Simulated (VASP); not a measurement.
Here is a VASP 6.6.1 calculation.

File INCAR:

```
ALGO     = Normal         # electronic algorithm
EDIFF    = 1E-7           # SCF threshold, eV
ENCUT    = 520            # plane-wave cutoff, eV
GGA      = PE             # functional
ISIF     = 2              # what is computed and relaxed
ISMEAR   = -1             # smearing method
LASPH    = True           # aspherical terms in the spheres
LCHARG   = False          # write CHGCAR
LREAL    = False          # projectors in reciprocal space
LWAVE    = False          # write WAVECAR
NBANDS   = 11             # bands
NELM     = 80             # most SCF steps
PREC     = Accurate       # precision mode
SIGMA    = 0.03           # smearing width, eV
```

The input KPOINTS:

```
k-points
0
Gamma
  13 13 13
```

File POSCAR:

```
Hf
1.0
    0.0000000000      2.1746811614      2.1746811614
    2.1746811614      0.0000000000      2.1746811614
    2.1746811614      2.1746811614      0.0000000000
Hf
1
Direct
    0.0000000000      0.0000000000      0.0000000000
```

Potentials or basis: VASP PAW PBE potentials, release 64 (Hf_pv).

Launch:

```bash
$ cat potpaw_PBE.64/Hf_pv/POTCAR > POTCAR
$ mpirun -np 1 vasp_std > vasp.out
```

Problem. Predict the band gap on the k mesh.

Solution. Zero (band 5 reaches 6.77 eV, above the bottom of band 6 at 4.74 eV).

Problem. Predict the pressure.

Solution. 10.7 GPa.

Caveat: spin-orbit coupling is left out, which moves the levels of the heavy elements.
